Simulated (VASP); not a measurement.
Crystal: W.

```
W
1.0
     2.82252    0.00000    0.00000
    -1.41126    2.44438    0.00000
     0.00000    0.00000    4.60918
W
2
Cartesian
  0.0000 1.6296 1.1523
  1.4113 0.8148 3.4569
```

This isn't the form of W at room conditions, which is bcc.

```yaml
Program: VASP 6.6.1
Task: relaxation of cell and atoms
Functional: PBE
Potentials_or_basis: VASP PAW PBE potentials, release 64 (W_sv)
Cutoff: 600 eV
k_mesh: 9 × 9 × 4
Occupations: gaussian, width 0.1 eV
Spin: no spin polarisation
```

At the start: pressure 11.0 GPa; volume 15.90 Å³/atom.

Task: Where does the relaxation end?

Result: Over 8 steps the energy falls by 83.4 meV/atom and the volume is 16.59 Å³/atom (+4.3 %); space group P6_3/mmc (No. 194, to 0.1 Å) before and after.

The path:
| step | energy change (eV) | largest force (eV/Å) | pressure (GPa) | volume (Å³) |
| --- | --- | --- | --- | --- |
| 1 | 0.0000 | 0.0000 | 10.97 | 31.80 |
| 2 | 0.1646 | 0.0000 | -24.95 | 37.00 |
| 3 | -0.0930 | 0.0000 | -5.64 | 33.69 |
| 4 | -0.1247 | 0.0000 | 1.56 | 33.22 |
| 5 | -0.1649 | 0.0000 | -1.97 | 33.42 |
| 6 | -0.1649 | 0.0000 | -2.16 | 33.43 |
| 7 | -0.1574 | 0.0000 | 4.82 | 32.59 |
| 8 | -0.1667 | 0.0000 | -0.09 | 33.17 |

Final structure:
```
W
1.0
     2.78246    0.00000    0.00000
    -1.39123    2.40968    0.00000
     0.00000    0.00000    4.94771
W
2
Direct
  0.33333 0.66667 0.25000
  0.66667 0.33333 0.75000
```
